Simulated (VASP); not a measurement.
A run of VASP 6.6.1:

File INCAR:

```
SYSTEM = B
PREC     = Accurate       ! precision mode
ENCUT    = 520            ! plane-wave cutoff, eV
EDIFF    = 1E-6           ! SCF threshold, eV
ISMEAR   = -1             ! smearing method
SIGMA    = 0.05           ! smearing width, eV
LREAL    = .FALSE.        ! projectors in reciprocal space
LASPH    = .TRUE.         ! aspherical terms in the spheres
NELM     = 100            ! most SCF steps
ALGO     = Normal         ! electronic algorithm
ISIF     = 2              ! what is computed and relaxed
LWAVE    = .FALSE.        ! write WAVECAR
LCHARG   = .FALSE.        ! write CHGCAR
GGA      = PE             ! functional
NBANDS   = 10             ! bands
```

File KPOINTS:

```
regular mesh
0
G
  21 21 21
  0 0 0
```

File POSCAR:

```
B
1.0
   -2.1256046940      2.1256046940      0.7957138697
    2.1256046940     -2.1256046940      0.7957138697
    2.1256046940      2.1256046940     -0.7957138697
B
2
Direct
   -0.3750000000     -0.1250000000     -0.2500000000
    0.3750000000      0.1250000000      0.2500000000
```

Potentials or basis: VASP PAW PBE potentials, release 64 (B).

Run with:

```sh
$ cat potpaw_PBE.64/B/POTCAR > POTCAR
$ mpirun -np 1 vasp_std > vasp.out
```

Hardware: 1 thread of Intel(R) Xeon(R) 6975P-C (Granite Rapids), on a shared host.

Question: How long does it take, and how much memory?

Answer: Run time: 32 s on 1 thread of Intel(R) Xeon(R) 6975P-C (Granite Rapids), on a shared host, peak memory 0.2 GiB. Counts: scf iterations 11, k points 726.
